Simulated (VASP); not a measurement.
Mg3Se4:

```
Mg Se
1.0
     4.51491   -5.44661    0.00000
     4.51491    5.44661    0.00000
     0.00000    0.00000    3.14576
Mg Se
3 4
Direct
  0.50000 0.00000 0.50000
  0.00000 0.50000 0.50000
  0.00000 0.00000 0.00000
  0.24102 0.24102 0.50000
  0.75898 0.75898 0.50000
  0.74650 0.25350 0.00000
  0.25350 0.74650 0.00000
```

The cell was built from a structure type or drawn by symmetry, and may not be a known phase.

| Item | Value |
| --- | --- |
| Program | VASP 6.6.1 |
| Task | relaxation of cell and atoms |
| Functional | PBE |
| Potentials or basis | VASP PAW PBE potentials, release 64 (Mg, Se) |
| Cutoff | 600 eV |
| k mesh | 6 × 6 × 10 |
| Occupations | gaussian, width 0.1 eV |
| Spin | no spin polarisation |

At the start: pressure 0.9 GPa; volume 22.10 Å³/atom.

Task: Where does the relaxation end?

Result: Over 14 steps the energy falls by 11.5 meV/atom and the volume is 22.56 Å³/atom (+2.1 %); space group Cmmm (No. 65, to 0.1 Å) before and after.

The path:
```tsv
step	energy change (eV)	largest force (eV/Å)	pressure (GPa)	volume (Å³)
1	0.0000	0.0915	0.91	154.71
2	-0.0572	0.0843	0.02	157.51
3	-0.0644	0.0811	-0.38	158.95
4	-0.0689	0.0771	0.06	157.83
5	-0.0691	0.0963	0.18	157.55
6	-0.0714	0.0905	0.09	157.79
7	-0.0737	0.0781	-0.08	158.27
8	-0.0762	0.0662	-0.06	158.11
9	-0.0793	0.0312	0.01	157.63
10	-0.0799	0.0164	0.07	157.57
11	-0.0801	0.0087	0.10	157.53
12	-0.0801	0.0141	-0.12	158.28
13	-0.0802	0.0100	-0.01	157.91
14	-0.0802	0.0028	0.00	157.93
```

Final structure:
```cif
data_structure
_symmetry_space_group_name_H-M 'P 1'
_symmetry_Int_Tables_number 1
_cell_length_a 7.0483
_cell_length_b 7.0483
_cell_length_c 3.2651
_cell_angle_alpha 90.000
_cell_angle_beta 90.000
_cell_angle_gamma 103.185
_cell_volume 157.93
loop_
_atom_site_label
_atom_site_type_symbol
_atom_site_fract_x
_atom_site_fract_y
_atom_site_fract_z
_atom_site_occupancy
Mg1 Mg 0.50000 0.00000 0.50000 1
Mg2 Mg 0.00000 0.50000 0.50000 1
Mg3 Mg 0.00000 0.00000 0.00000 1
Se1 Se 0.24761 0.24761 0.50000 1
Se2 Se 0.75239 0.75239 0.50000 1
Se3 Se 0.75369 0.24631 0.00000 1
Se4 Se 0.24631 0.75369 0.00000 1
```
